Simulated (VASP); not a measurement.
Write the native input for VASP 6.6.1 that does the following.

```yaml
Task: single point
Functional: PBE-based screened hybrid with 25 % exact exchange
Potentials_or_basis: VASP PAW PBE potentials, release 64 (Hf_pv, Ge_d)
Cutoff: 520 eV
k_mesh: 4 × 4 × 4
Occupations: fermi-dirac, width 0.05 eV
Spin: no spin polarisation
Dipole_correction: no
Grid_for_exact_exchange_PRECFOCK: Normal
Share_of_exact_exchange: 0.25
Further_INCAR_settings: ALGO = Normal; EDIFF = 1e-06; NBANDS = 19
Screening_parameter: 0.3 1/Å
```

The system is HfGe.

```
Hf Ge
1.0
     3.36405    0.00000    0.00000
     0.00000    3.36405    0.00000
     0.00000    0.00000    3.36405
Hf Ge
1 1
Direct
  0.00000 0.00000 0.00000
  0.50000 0.50000 0.50000
```

One way to write it, as run:

POSCAR

```
HfGe
1.0
    3.3640515640      0.0000000000      0.0000000000
    0.0000000000      3.3640515640      0.0000000000
    0.0000000000      0.0000000000      3.3640515640
Hf Ge
1 1
Direct
    0.0000000000      0.0000000000      0.0000000000
    0.5000000000      0.5000000000      0.5000000000
```

INCAR.step1

```
SYSTEM = HfGe
ALGO = Normal ; EDIFF = 1E-5
ENCUT = 520 ; GGA = PE
ISIF = 2 ; ISMEAR = -1
LASPH = .TRUE. ; LCHARG = .FALSE.
LREAL = .FALSE. ; LWAVE = .TRUE.
NBANDS = 19 ; NELM = 80
PREC = Accurate ; SIGMA = 0.05
```

INCAR.step2

```
SYSTEM = HfGe
AEXX = 0.25 ; ALGO = Normal
EDIFF = 1E-6 ; ENCUT = 520
GGA = PE ; HFSCREEN = 0.3
ISIF = 2 ; ISMEAR = -1
ISTART = 1 ; LASPH = .TRUE.
LCHARG = .FALSE. ; LHFCALC = .TRUE.
LREAL = .FALSE. ; LWAVE = .FALSE.
NBANDS = 19 ; NELM = 80
PREC = Accurate ; PRECFOCK = Normal
SIGMA = 0.05
```

KPOINTS

```
k-points
0
G
  4 4 4
  0 0 0
```

Potentials or basis: VASP PAW PBE potentials, release 64 (Hf_pv, Ge_d).

The run is started by

```sh
$ cat potpaw_PBE.64/Hf_pv/POTCAR potpaw_PBE.64/Ge_d/POTCAR > POTCAR
$ cp INCAR.step1 INCAR
$ mpirun -np 1 vasp_std > vasp.out
$ cp INCAR.step2 INCAR
$ mpirun -np 1 vasp_std > vasp.out
```

It gave:

The pressure is -1.3 GPa and the band gap on the k mesh is zero (bands 12 and 13 overlap by 2.38 eV).

Caveat: the k points lie up to 0.47 Å⁻¹ apart, too coarse for converged energies and pressures of a metal; the PAW data sets were made with another functional, which shifts forces and pressure a little; spin-orbit coupling is left out, which moves the levels of the heavy elements.

Wall time 14 min on 1 thread of Intel(R) Xeon(R) Platinum 8375C CPU @ 2.90GHz (Ice Lake), with other jobs on the host, peak memory 0.27 GiB.
